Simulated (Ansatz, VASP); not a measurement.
Two plane-wave programs on SiC

```
Si C
1.0
     0.00000    1.96271    1.96271
     1.96271    0.00000    1.96271
     1.96271    1.96271    0.00000
Si C
1 1
Direct
  0.00000 0.00000 0.00000
  0.50000 0.50000 0.50000
```

Change from the starting cell: volume scaled by 0.94, PAW files.

Alike in both runs: task single point; functional LDA; k mesh 15 × 15 × 15; occupations fermi-dirac, width 0.05 eV; no spin polarisation.

```csv
,VASP,Ansatz
version,VASP 6.6.1,Ansatz 0.2.0
potentials or method,"VASP PAW LDA potentials, release 64 (Si, C)","PAW with Ansatz's default frozen-core files, scalar-relativistic"
plane-wave cutoff (eV),520,420
valence electrons in the cell,8,8
```

```tsv
	VASP	Ansatz	Ansatz less VASP
pressure (GPa)	19.6	18.7	-0.85
```

LDA's correlation is that of Perdew and Zunger in VASP and of Perdew and Wang (1992) in Ansatz.
